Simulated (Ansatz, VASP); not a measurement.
## Mg2O: VASP beside Ansatz

```xyz
6
Lattice="-2.8695 2.8695 2.3865 2.8695 -2.8695 2.3865 2.8695 2.8695 -2.3865" Properties=species:S:1:pos:R:3 pbc="T T T"
Mg    0.9532    3.8227    0.0000
Mg    1.9162    0.9532    0.0000
Mg    1.9162   -0.9532    2.3864
Mg    0.9532    1.9162    2.3865
O     0.0000    0.0000    1.1932
O     0.0000    0.0000    3.5797
```

Change from the starting cell: species swapped into the Fe2B type (I4/mcm, No. 140).

Alike in both runs: task relaxation of cell and atoms; functional PBE; k mesh 4 × 4 × 4; occupations gaussian, width 0.2 eV; no spin polarisation.

|  | VASP | Ansatz |
| --- | --- | --- |
| version | VASP 6.6.1 | Ansatz 0.2.0 |
| potentials or method | VASP PAW PBE potentials, release 64 (Mg_sv, O), cutoff 840 eV | scalar-relativistic, plane waves, PAW |
| valence electrons in the cell | 52 | 52 |

Ansatz gave:

* gap on the k mesh at the Fermi level, each at its own relaxed structure (eV): none
* relaxed volume (Å³/atom): 13.85
* relaxed length of the cell vector where the two differ most in proportion (Å): 4.765

Problem. Estimate VASP's values.

Solution. gap on the k mesh at the Fermi level, each at its own relaxed structure (eV): none; relaxed volume (Å³/atom): 13.69; relaxed length of the cell vector where the two differ most in proportion (Å): 4.746.

A gap of «none» marks a metal or a gap that the smearing closes.

The k mesh is coarse, so the values compare programs but aren't converged.
